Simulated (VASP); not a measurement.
# CoSi2 in VASP: a series of runs

CoSi2 is run at these levels: PBE; tasks: electric field gradients.

Everything below comes from runs of VASP 6.6.1. Logs are shortened: lines on timing, memory, paths and dates and some standing lists are left out, and cuts for length are marked.

## (1) The cell of the first run

The structure is tetragonal, space group I4/mmm (No. 139). Conventional cell: a = 3.907 Å, b = 3.907 Å, c = 5.365 Å, α = 90.00°, β = 90.00°, γ = 90.00°. Within 3.1 Å of Co (site symmetry 4/mmm) lie 8 Si at 2.37 Å. Within 3.1 Å of Si (site symmetry -4m2) lie 4 Co at 2.37 Å and 6 Si at 2.68 to 2.76 Å.

## (2) Electric field gradients, PBE, collinear spin, ferromagnetic start (equal xx and yy strain of +3 %)

The input, INCAR:

```
PREC     = Accurate       # precision mode
ENCUT    = 520            # plane-wave cutoff, eV
EDIFF    = 1E-8           # SCF threshold, eV
ISMEAR   = -1             # smearing method
SIGMA    = 0.05           # smearing width, eV
LREAL    = False          # projectors in reciprocal space
LASPH    = True           # aspherical terms in the spheres
NELM     = 150            # most SCF steps
ALGO     = Normal         # electronic algorithm
ISIF     = 2              # what is computed and relaxed
LWAVE    = False          # write WAVECAR
LCHARG   = False          # write CHGCAR
ISPIN    = 2              # spin polarisation
MAGMOM   = 2 0 0          # initial moments
LORBIT   = 11             # projections on sites
LMAXMIX  = 4              # l up to which the mixer works
GGA      = PE             # functional
LEFG     = True         
NBANDS   = 20             # bands
```

The input, KPOINTS:

```
Automatic mesh
0
Gamma
  11 11 11
```

The input, POSCAR:

```
CoSi2
1.0
    0.0000000000      2.7629750000      2.6825000000
    2.7629750000      0.0000000000      2.6825000000
    2.7629750000      2.7629750000      0.0000000000
Co Si
1 2
Direct
    0.0000000000      0.0000000000      0.0000000000
    0.2500000000      0.2500000000      0.2500000000
    0.7500000000      0.7500000000      0.7500000000
```

Potentials or basis: VASP PAW PBE potentials, release 64 (Co, Si).

Command:

```bash
cat potpaw_PBE.64/Co/POTCAR potpaw_PBE.64/Si/POTCAR > POTCAR
mpirun -np 1 vasp_std > vasp.out
```

OUTCAR:

```text
PREC = Accurate
   ENCUT = 520
   EDIFF = 1E-8
   ISMEAR = -1
   LREAL = False
   LASPH = True
   NELM = 150
   ISIF = 2
   ISPIN = 2
   LORBIT = 11
   GGA = PE

 ion  position               nearest neighbor table
   1  0.000  0.000  0.000-   3 2.37   3 2.37   3 2.37   2 2.37   2 2.37   2 2.37   3 2.37   2 2.37

   2  0.250  0.250  0.250-   1 2.37   1 2.37   1 2.37   1 2.37   3 2.68   3 2.68   3 2.76   3 2.76
                             3 2.76   3 2.76
   3  0.750  0.750  0.750-   1 2.37   1 2.37   1 2.37   1 2.37   2 2.68   2 2.68   2 2.76   2 2.76
                             2 2.76   2 2.76

  LATTYP: Found a body centered tetragonal cell.
 ALAT       =     3.9074367175
 C/A-ratio  =     1.3730228761

  Lattice vectors:

 A1 = (   0.0000000000,  -2.7629750000,  -2.6825000000)
 A2 = (   0.0000000000,   2.7629750000,  -2.6825000000)
 A3 = (   2.7629750000,   0.0000000000,   2.6825000000)

Analysis of symmetry for initial positions (statically):
=====================================================================
 Subroutine PRICEL returns:
 Original cell was already a primitive cell.

 Routine SETGRP: Setting up the symmetry group for a
 body centered tetragonal supercell.

 Subroutine GETGRP returns: Found 16 space group operations
 (whereof 16 operations were pure point group operations)
 out of a pool of 16 trial point group operations.

The static configuration has the point symmetry D_4h.

Analysis of symmetry for dynamics (positions and initial velocities):
=====================================================================
 Subroutine PRICEL returns:
 Original cell was already a primitive cell.

 Routine SETGRP: Setting up the symmetry group for a
 body centered tetragonal supercell.

 Subroutine GETGRP returns: Found 16 space group operations
 (whereof 16 operations were pure point group operations)
 out of a pool of 16 trial point group operations.

The dynamic configuration has the point symmetry D_4h.

Analysis of structural, dynamic, and magnetic symmetry:
[... 730 lines left out ...]
      1      -3.3906      1.00000
      2       5.3565      1.00000
      3       5.5034      1.00000
      4       5.5034      1.00000
      5       7.4807      1.00000
      6       7.6053      1.00000
[... 541 lines left out ...]
     19      22.5768      0.00000
     20      24.6309      0.00000

 [... further k-points ...]

------------------------ aborting loop because EDIFF is reached ----------------------------------------

  FORCE on cell =-STRESS in cart. coord.  units (eV):
  Direction    XX          YY          ZZ          XY          YZ          ZX
  --------------------------------------------------------------------------------------
  -------------------------------------------------------------------------------------
  Total       -2.6791131     -2.6791131     -2.0641897      0.0000000      0.0000000      0.0000000
  in kB     -104.8040314   -104.8040314    -80.7488878      0.0000000      0.0000000      0.0000000
  external PRESSURE =     -96.7856502 kB  Pullay stress =       0.0000000 kB

 VOLUME and BASIS-vectors are now :
 -----------------------------------------------------------------------------
  energy-cutoff  :      520.00
  volume of cell :       40.96
      direct lattice vectors                 reciprocal lattice vectors
     0.000000000  2.762975000  2.682500000    -0.180964359  0.180964359  0.186393290
     2.762975000  0.000000000  2.682500000     0.180964359 -0.180964359  0.186393290
     2.762975000  2.762975000  0.000000000     0.180964359  0.180964359 -0.186393290

 POSITION                                       TOTAL-FORCE (eV/Angst)
 -----------------------------------------------------------------------------------
      0.00000      0.00000      0.00000         0.000000      0.000000      0.000000
      1.38149      1.38149      1.34125         0.000000      0.000000      0.000000
      4.14446      4.14446      4.02375        -0.000000     -0.000000     -0.000000
 -----------------------------------------------------------------------------------
    total drift:                                0.000000     -0.000000     -0.000000

  FREE ENERGIE OF THE ION-ELECTRON SYSTEM (eV)
  ---------------------------------------------------
  free  energy   TOTEN  =       -19.2136241688 eV

  energy  without entropy=      -19.2040652510  energy(sigma->0) =      -19.20884471

 Electric field gradients (V/A^2)
---------------------------------------------------------------------
 ion       V_xx      V_yy      V_zz      V_xy      V_xz      V_yz
---------------------------------------------------------------------
   1       0.593     0.593    -1.186    -0.000     0.000     0.000
   2       0.363     0.363    -0.725     0.000     0.000     0.000
   3       0.363     0.363    -0.725     0.000     0.000     0.000
---------------------------------------------------------------------

 Electric field gradients after diagonalization (V/A^2)
 (convention: |V_zz| > |V_xx| > |V_yy|)
----------------------------------------------------------------------
 ion       V_xx      V_yy      V_zz     asymmetry (V_yy - V_xx)/ V_zz
----------------------------------------------------------------------
   1       0.593     0.593    -1.186       0.000
   2       0.363     0.363    -0.725       0.000
   3       0.363     0.363    -0.725       0.000
----------------------------------------------------------------------

           NMR quadrupolar parameters

 Cq : quadrupolar parameter    Cq=e*Q*V_zz/h
 eta: asymmetry parameters     (V_yy - V_xx)/ V_zz
 Q  : nuclear electric quadrupole moment in mb (millibarn)
----------------------------------------------------------------------
 ion       Cq(MHz)       eta       Q (mb)
----------------------------------------------------------------------
   1      -0.003       0.000       1.000
   2      -0.002       0.000       1.000
   3      -0.002       0.000       1.000
----------------------------------------------------------------------

 total charge

# of ion       s       p       d       tot
------------------------------------------
    1        0.507   0.645   7.532   8.685
    2        0.720   0.833   0.000   1.553
    3        0.720   0.833   0.000   1.553
--------------------------------------------------
tot          1.948   2.311   7.532  11.791

 magnetization (x)

# of ion       s       p       d       tot
------------------------------------------
    1        0.000   0.000   0.000   0.000
    2        0.000  -0.000   0.000   0.000
    3        0.000  -0.000   0.000   0.000
--------------------------------------------------
tot          0.000   0.000   0.000   0.000
```

OSZICAR:

```text
N       E                     dE             d eps       ncg     rms          rms(c)
DAV:   1     0.662520567124E+02    0.66252E+02   -0.65288E+03 10168   0.795E+02
DAV:   2    -0.158918032959E+02   -0.82144E+02   -0.71571E+02 10696   0.181E+02
DAV:   3    -0.202777558839E+02   -0.43860E+01   -0.42380E+01 12212   0.448E+01
[... 11 lines left out ...]
DAV:  15    -0.192136241326E+02   -0.98819E-06   -0.21787E-06 11340   0.102E-02    0.567E-03
DAV:  16    -0.192136240302E+02    0.10240E-06   -0.20107E-07 12180   0.410E-03    0.178E-03
DAV:  17    -0.192136240819E+02   -0.51751E-07   -0.13724E-08 10376   0.137E-03    0.926E-04
DAV:  18    -0.192136241508E+02   -0.68914E-07   -0.57307E-09  7820   0.821E-04    0.271E-04
DAV:  19    -0.192136241683E+02   -0.17453E-07   -0.27506E-09  6304   0.387E-04    0.661E-05
DAV:  20    -0.192136241688E+02   -0.48590E-09   -0.36577E-10  6120   0.148E-04
   1 F= -.19213624E+02 E0= -.19208845E+02  d E =-.955892E-02  mag=     0.0000
```

Run time: 5.9 min. Hardware: 1 thread of Intel Xeon 8259CL, shared host; peak memory 0.3 GiB.

Results:

- Free energy: -19.2136 eV
- Pressure: -9.7 GPa
- Net moment: 0.00 μB per cell
- Largest electric field gradient by atom: Co -1.2; Si -0.7 V/Å²
- Valence electrons inside the program's atomic spheres: Co 8.69; Si 1.55

Levels at points of the mesh, in eV from the Fermi level:
Spin up:
| k point | band 5 | band 6 | band 7 | band 8 | band 9 | band 10 | band 11 | band 12 | band 13 | band 14 |
| --- | --- | --- | --- | --- | --- | --- | --- | --- | --- | --- |
| (0.00, 0.00, 0.00) | -1.76 | -1.63 | 0.17 | 2.93 | 3.30 | 3.30 | 3.32 | 3.32 | 3.65 | 5.12 |
Spin down:
```
           k point  band 7  band 8  band 9  band 10  band 11  band 12
(0.00, 0.00, 0.00)    0.17    2.93    3.30     3.30     3.32     3.32
```

Electric field gradients, principal values (V/Å²):
| atom | least | middle | greatest (by size) |
| --- | --- | --- | --- |
| 1 Co | 0.593 | 0.593 | -1.186 |
| 2 Si | 0.363 | 0.363 | -0.725 |
| 3 Si | 0.363 | 0.363 | -0.725 |

Caveat: the cell differs from its parent crystal (equal xx and yy strain of +3 %); the cell stands under tension; without QUAD_EFG the Cq values of the log hold for a quadrupole moment of 1 mb, not for the nuclei.

## (3) Electric field gradients, PBE, collinear spin, ferromagnetic start (equal xy, yz and zx shear strains of -1 %)

The input, INCAR:

```
ALGO = Normal ; EDIFF = 1E-8
ENCUT = 520 ; GGA = PE
ISIF = 2 ; ISMEAR = -1
ISPIN = 2 ; LASPH = True
LCHARG = False ; LEFG = True
LMAXMIX = 4 ; LORBIT = 11
LREAL = False ; LWAVE = False
MAGMOM = 2 0 0 ; NBANDS = 20
NELM = 150 ; PREC = Accurate
SIGMA = 0.05
```

The input, KPOINTS:

```
k-points
0
Gamma
  11 11 11
```

The input, POSCAR:

```
CoSi2
1.0
   -0.0268250000      2.6690875000      2.6690875000
    2.6690875000     -0.0268250000      2.6690875000
    2.6690875000      2.6690875000     -0.0268250000
Co Si
1 2
Direct
    0.0000000000      0.0000000000      0.0000000000
    0.2500000000      0.2500000000      0.2500000000
    0.7500000000      0.7500000000      0.7500000000
```

Potentials or basis: VASP PAW PBE potentials, release 64 (Co, Si).

Command:

```bash
cat potpaw_PBE.64/Co/POTCAR potpaw_PBE.64/Si/POTCAR > POTCAR
mpirun -np 1 vasp_std > vasp.out
```

OUTCAR:

```text
EDIFF = 1E-8
   ENCUT = 520
   GGA = PE
   ISIF = 2
   ISMEAR = -1
   ISPIN = 2
   LASPH = True
   LORBIT = 11
   LREAL = False
   NELM = 150
   PREC = Accurate

 ion  position               nearest neighbor table
   1  0.000  0.000  0.000-   2 2.30   3 2.30   3 2.33   3 2.33   2 2.33   2 2.33   3 2.33   2 2.33

   2  0.250  0.250  0.250-   1 2.30   1 2.33   1 2.33   1 2.33   3 2.68   3 2.68   3 2.68   3 2.68
                             3 2.68   3 2.68
   3  0.750  0.750  0.750-   1 2.30   1 2.33   1 2.33   1 2.33   2 2.68   2 2.68   2 2.68   2 2.68
                             2 2.68   2 2.68

  LATTYP: Found a trigonal (rhomboedric) cell.
 ALAT       =     3.7747550577
 COS(alpha) =     0.4899250057

  Lattice vectors:

 A1 = (  -0.0268250000,   2.6690875000,   2.6690875000)
 A2 = (   2.6690875000,  -0.0268250000,   2.6690875000)
 A3 = (   2.6690875000,   2.6690875000,  -0.0268250000)

Analysis of symmetry for initial positions (statically):
=====================================================================
 Subroutine PRICEL returns:
 Original cell was already a primitive cell.

 Routine SETGRP: Setting up the symmetry group for a
 trigonal (rhombohedral) supercell.

 Subroutine GETGRP returns: Found 12 space group operations
 (whereof 12 operations were pure point group operations)
 out of a pool of 12 trial point group operations.

The static configuration has the point symmetry D_3d.

Analysis of symmetry for dynamics (positions and initial velocities):
=====================================================================
 Subroutine PRICEL returns:
 Original cell was already a primitive cell.

 Routine SETGRP: Setting up the symmetry group for a
 trigonal (rhombohedral) supercell.

 Subroutine GETGRP returns: Found 12 space group operations
 (whereof 12 operations were pure point group operations)
 out of a pool of 12 trial point group operations.

The dynamic configuration has the point symmetry D_3d.

Analysis of structural, dynamic, and magnetic symmetry:
=====================================================================
 Subroutine PRICEL returns:
 Original cell was already a primitive cell.

 Routine SETGRP: Setting up the symmetry group for a
 trigonal (rhombohedral) supercell.

 Subroutine GETGRP returns: Found 12 space group operations
 (whereof 12 operations were pure point group operations)
 out of a pool of 12 trial point group operations.

The overall configuration has the point symmetry D_3d.

 Subroutine INISYM returns: Found 12 space group operations
 (whereof 12 operations are pure point group operations),
 and found     1 'primitive' translations

----------------------------------------------------------------------------------------

                                     Primitive cell

  volume of cell :      38.6026

  direct lattice vectors                    reciprocal lattice vectors
    -0.026825000  2.669087500  2.669087500    -0.184529263  0.186402657  0.186402657
[... 128 lines left out ...]

 Free energy of the ion-electron system (eV)
  ---------------------------------------------------
  ext. energy  EPLUGINS =         0.00000000
  ---------------------------------------------------
  free energy    TOTEN  =       -19.29429250 eV

  energy without entropy =      -19.28597309  energy(sigma->0) =      -19.29013279

 E-fermi :  10.0228     XC(G=0): -11.7237

 val. band max:       10.0210084514   @ k =  -0.2727   0.2727   0.0000
 cond. band min:      10.0308012596   @ k =   0.3636   0.1818  -0.0000
 fundamental gap:      0.0097928082
 Fermi energy:        10.0228350358

 spin component 1

 k-point     1 :       0.0000    0.0000    0.0000
  band No.  band energies     occupation
      1      -3.0602      1.00000
      2       5.9514      1.00000
      3       5.9514      1.00000
      4       6.0060      1.00000
      5       8.1344      1.00000
      6       8.1344      1.00000
[... 541 lines left out ...]
     19      24.0834      0.00000
     20      25.9341      0.00000

 [... further k-points ...]

 spin component 2

 k-point     1 :       0.0000    0.0000    0.0000
  band No.  band energies     occupation
      1      -3.0602      1.00000
      2       5.9514      1.00000
      3       5.9514      1.00000
      4       6.0060      1.00000
      5       8.1344      1.00000
      6       8.1344      1.00000
[... 541 lines left out ...]
     19      24.0834      0.00000
     20      25.9341      0.00000

 [... further k-points ...]

------------------------ aborting loop because EDIFF is reached ----------------------------------------

  FORCE on cell =-STRESS in cart. coord.  units (eV):
  Direction    XX          YY          ZZ          XY          YZ          ZX
  --------------------------------------------------------------------------------------
  -------------------------------------------------------------------------------------
  Total       -0.1517083     -0.1517083     -0.1517083      0.3709983      0.3709983      0.3709983
  in kB       -6.2965599     -6.2965599     -6.2965599     15.3980616     15.3980616     15.3980616
  external PRESSURE =      -6.2965599 kB  Pullay stress =       0.0000000 kB

 VOLUME and BASIS-vectors are now :
 -----------------------------------------------------------------------------
  energy-cutoff  :      520.00
  volume of cell :       38.60
      direct lattice vectors                 reciprocal lattice vectors
    -0.026825000  2.669087500  2.669087500    -0.184529263  0.186402657  0.186402657
     2.669087500 -0.026825000  2.669087500     0.186402657 -0.184529263  0.186402657
     2.669087500  2.669087500 -0.026825000     0.186402657  0.186402657 -0.184529263

 POSITION                                       TOTAL-FORCE (eV/Angst)
 -----------------------------------------------------------------------------------
      0.00000      0.00000      0.00000         0.000000     -0.000000      0.000000
      1.32784      1.32784      1.32784         0.092366      0.092366      0.092366
      3.98351      3.98351      3.98351        -0.092366     -0.092366     -0.092366
 -----------------------------------------------------------------------------------
    total drift:                               -0.000000     -0.000000      0.000000

  FREE ENERGIE OF THE ION-ELECTRON SYSTEM (eV)
  ---------------------------------------------------
  free  energy   TOTEN  =       -19.2942924989 eV

  energy  without entropy=      -19.2859730879  energy(sigma->0) =      -19.29013279

 Electric field gradients (V/A^2)
---------------------------------------------------------------------
 ion       V_xx      V_yy      V_zz      V_xy      V_xz      V_yz
---------------------------------------------------------------------
   1      -0.000     0.000     0.000    -3.726    -3.726    -3.726
   2       0.000     0.000    -0.000    -1.559    -1.559    -1.559
   3       0.000     0.000    -0.000    -1.559    -1.559    -1.559
---------------------------------------------------------------------

 Electric field gradients after diagonalization (V/A^2)
 (convention: |V_zz| > |V_xx| > |V_yy|)
----------------------------------------------------------------------
 ion       V_xx      V_yy      V_zz     asymmetry (V_yy - V_xx)/ V_zz
----------------------------------------------------------------------
   1       3.726     3.726    -7.452       0.000
   2       1.559     1.559    -3.118       0.000
   3       1.559     1.559    -3.118       0.000
----------------------------------------------------------------------

           NMR quadrupolar parameters

 Cq : quadrupolar parameter    Cq=e*Q*V_zz/h
 eta: asymmetry parameters     (V_yy - V_xx)/ V_zz
 Q  : nuclear electric quadrupole moment in mb (millibarn)
----------------------------------------------------------------------
 ion       Cq(MHz)       eta       Q (mb)
----------------------------------------------------------------------
   1      -0.018       0.000       1.000
   2      -0.008       0.000       1.000
   3      -0.008       0.000       1.000
----------------------------------------------------------------------

 total charge

# of ion       s       p       d       tot
------------------------------------------
    1        0.538   0.714   7.590   8.842
    2        0.717   0.870   0.000   1.587
    3        0.717   0.870   0.000   1.587
--------------------------------------------------
tot          1.972   2.454   7.590  12.016

 magnetization (x)

# of ion       s       p       d       tot
------------------------------------------
    1       -0.000  -0.000  -0.000  -0.000
    2        0.000   0.000   0.000   0.000
    3        0.000   0.000   0.000   0.000
--------------------------------------------------
tot          0.000   0.000  -0.000  -0.000
```

stdout:

```text
POSCAR found type information on POSCAR CoSi
 POSCAR found :  2 types and       3 ions
 scaLAPACK will be used
 LDA part: xc-table for (Slater+PW92), standard interpolation
 POSCAR, INCAR and KPOINTS ok, starting setup
 FFT: planning ... GRIDC
 FFT: planning ... GRID_SOFT
 FFT: planning ... GRID
 WAVECAR not read
 entering main loop
ion   1

ion   2

ion   3
```

Wall time 3.8 min (1 thread of Intel Xeon Platinum 8259CL at 2.50GHz (Skylake/Cascade Lake), shared host); peak memory 0.29 GiB.

Results:

| Item | Value |
| --- | --- |
| Free energy | -19.2943 eV |
| Pressure | -0.6 GPa |
| Largest force | 0.160 eV/Å |
| Net moment | 0.00 μB per cell |
| Largest electric field gradient by atom | Co -7.5; Si -3.1 V/Å² |
| Valence electrons inside the program's atomic spheres | Co 8.84; Si 1.59 |

Forces in eV/Å, atoms in the order of the input:
```
Co   0.000  0.000  0.000
Si   0.092  0.092  0.092
Si  -0.092 -0.092 -0.092
```

Stress tensor (GPa, compression positive):
```
-0.63  1.54  1.54
 1.54 -0.63  1.54
 1.54  1.54 -0.63
```

Electric field gradients, principal values (V/Å²):
| atom | least | middle | greatest (by size) |
| --- | --- | --- | --- |
| 1 Co | 3.726 | 3.726 | -7.452 |
| 2 Si | 1.559 | 1.559 | -3.118 |
| 3 Si | 1.559 | 1.559 | -3.118 |

Caveat: the cell differs from its parent crystal (equal xy, yz and zx shear strains of -1 %); without QUAD_EFG the Cq values of the log hold for a quadrupole moment of 1 mb, not for the nuclei.
